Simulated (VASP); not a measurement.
Set up this calculation in VASP 6.6.1, as the native input.

```
Task                   : single point
Functional             : PBE
Potentials or basis    : VASP PAW PBE potentials, release 64 (In_d, Ga_d, Sb, N)
Cutoff                 : 520 eV
k mesh                 : 2 × 2 × 3
Occupations            : gaussian, width 0.15 eV
Spin                   : no spin polarisation
Dipole correction      : no
Further INCAR settings : ALGO = Normal; EDIFF = 1e-07; NBANDS = 46
```

The structure of In3GaSb2N2 lies in POSCAR:

```
In3GaSb2N2
1.0
    9.8310240122      0.0000000000      0.0000000000
   -4.9155120061      8.5139165398      0.0000000000
    0.0000000000      0.0000000000      4.0859841658
In Ga Sb N
3 1 2 2
Direct
    0.5000000000      0.0000000000      0.5000000000
    0.0000000000      0.5000000000      0.5000000000
    0.5000000000      0.5000000000      0.5000000000
    0.0000000000      0.0000000000      0.0000000000
    0.3333333333      0.6666666667      0.5000000000
    0.6666666667      0.3333333333      0.5000000000
    0.3333333333      0.6666666667      0.0000000000
    0.6666666667      0.3333333333      0.0000000000
```

The cell was built from a structure type or drawn by symmetry, and may not be a known phase.

One way to write it, as run:

INCAR

```
  ALGO = Normal
  EDIFF = 1E-7
  ENCUT = 520
  GGA = PE
  ISIF = 2
  ISMEAR = 0
  LASPH = T
  LCHARG = F
  LREAL = F
  LWAVE = F
  NBANDS = 46
  NELM = 80
  PREC = Accurate
  SIGMA = 0.15
```

KPOINTS

```
k-points
0
Gamma
  2 2 3
```

Potentials or basis: VASP PAW PBE potentials, release 64 (In_d, Ga_d, Sb, N).

Run with:

```bash
$ cat potpaw_PBE.64/In_d/POTCAR potpaw_PBE.64/Ga_d/POTCAR potpaw_PBE.64/Sb/POTCAR potpaw_PBE.64/N/POTCAR > POTCAR
$ mpirun -np 1 vasp_std > vasp.out
```

It gave:

```
Pressure               : 0.6 GPa
Band gap on the k mesh : zero (bands 36 and 37 overlap by 0.05 eV)
```

Caveat: the k points lie up to 0.51 Å⁻¹ apart; semilocal functionals underestimate gaps, so a narrow gap can read as zero; spin-orbit coupling is left out, which moves the levels of the heavy elements.

It took 3.2 min on 1 thread of Intel(R) Xeon(R) Platinum 8488C (Sapphire Rapids) (shared host), peak memory 0.49 GiB.
